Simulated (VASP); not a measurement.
A run of VASP 6.6.1 is set up as follows.

Contents of INCAR:

```
ALGO     = Normal         # electronic algorithm
EDIFF    = 1E-8           # SCF threshold, eV
ENCUT    = 520            # plane-wave cutoff, eV
ISIF     = 2              # what is computed and relaxed
ISMEAR   = -1             # smearing method
LASPH    = T              # aspherical terms in the spheres
LCHARG   = F              # write CHGCAR
LEFG     = T            
LREAL    = F              # projectors in reciprocal space
LWAVE    = F              # write WAVECAR
NBANDS   = 15             # bands
NELM     = 80             # most SCF steps
PREC     = Accurate       # precision mode
SIGMA    = 0.02           # smearing width, eV
```

The input KPOINTS:

```
k-points
0
Gamma
  9 9 9
```

Contents of POSCAR:

```
KF
1.0
    3.2915445500      0.0000000000      0.0000000000
    0.0000000000      3.2915445500      0.0000000000
    0.0000000000      0.0000000000      3.2589550000
K F
1 1
Direct
    0.0000000000      0.0000000000      0.0000000000
    0.5000000000      0.5000000000      0.5000000000
```

Potentials or basis: VASP PAW LDA potentials, release 64 (K_sv, F).

Run with:

```bash
$ cat potpaw_LDA.64/K_sv/POTCAR potpaw_LDA.64/F/POTCAR > POTCAR
$ mpirun -np 1 vasp_std > vasp.out
```

**Question.** Estimate the pressure.

**Answer.** -6.1 GPa.

**Question.** Estimate the band gap on the k mesh.

**Answer.** 5.77 eV, indirect (least direct gap 5.81 eV).

Electric field gradients, principal values (V/Å²):
| atom | least | middle | greatest (by size) |
| --- | --- | --- | --- |
| 1 K | -0.942 | -0.942 | 1.885 |
| 2 F | 0.744 | 0.744 | -1.488 |

Caveat: the cell differs from its parent crystal (x and y stretched by +1 %, z held); without QUAD_EFG the Cq values of the log hold for a quadrupole moment of 1 mb, not for the nuclei. A k mesh can miss the band edges.
